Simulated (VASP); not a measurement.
Wanted: the native input for a VASP 6.6.1 run.

```yaml
Task: single point
Functional: r2SCAN
Potentials_or_basis: VASP PAW PBE potentials, release 64 (Ni)
Cutoff: 520 eV
k_mesh: 18 × 18 × 18
Occupations: fermi-dirac, width 0.1 eV
Spin: no spin polarisation
Dipole_correction: no
Further_INCAR_settings: ALGO = Normal; EDIFF = 1e-07; NBANDS = 11
```

The system is Ni.

```
Ni
1.0
    -1.35935    1.35935    1.35935
     1.35935   -1.35935    1.35935
     1.35935    1.35935   -1.35935
Ni
1
Direct
  0.00000 0.00000 0.00000
```

This cell differs from its parent crystal: volume scaled by 0.96.

These files were run (other wordings do the same):

POSCAR

```
Ni
1.0
   -1.3593529589      1.3593529589      1.3593529589
    1.3593529589     -1.3593529589      1.3593529589
    1.3593529589      1.3593529589     -1.3593529589
Ni
1
Direct
    0.0000000000      0.0000000000      0.0000000000
```

INCAR.step1

```
SYSTEM = Ni
PREC = Accurate
ENCUT = 520
ISMEAR = -1
SIGMA = 0.1
LREAL = .FALSE.
LASPH = .TRUE.
NELM = 100
NBANDS = 11
GGA = PE
ALGO = Normal
EDIFF = 1E-4
LWAVE = .TRUE.
LCHARG = .FALSE.
```

INCAR.step2

```
SYSTEM = Ni
PREC = Accurate
ENCUT = 520
EDIFF = 1E-7
ISMEAR = -1
SIGMA = 0.1
LREAL = .FALSE.
LASPH = .TRUE.
NELM = 100
ALGO = Normal
ISIF = 2
LWAVE = .FALSE.
LCHARG = .FALSE.
METAGGA = R2SCAN
LMIXTAU = .TRUE.
NBANDS = 11
ISTART = 1
```

KPOINTS

```
regular mesh
0
G
  18 18 18
  0 0 0
```

Potentials or basis: VASP PAW PBE potentials, release 64 (Ni).

Run with:

```bash
$ cat potpaw_PBE.64/Ni/POTCAR > POTCAR
$ cp INCAR.step1 INCAR
$ mpirun -np 1 vasp_std > vasp.out
$ cp INCAR.step2 INCAR
$ mpirun -np 1 vasp_std > vasp.out
```

Results of the run:

* Pressure: 10.6 GPa
* Band gap on the k mesh: zero (band 5 reaches 10.60 eV, above the bottom of band 6 at 9.33 eV)

Caveat: the PAW data sets were made with another functional, which shifts forces and pressure a little; the run has no spin polarisation, though such a crystal can be magnetic.

Wall time 100 s on 1 thread of AMD EPYC 7R43 64-Core Processor (Zen 3), on a shared host, peak memory 0.1 GiB.
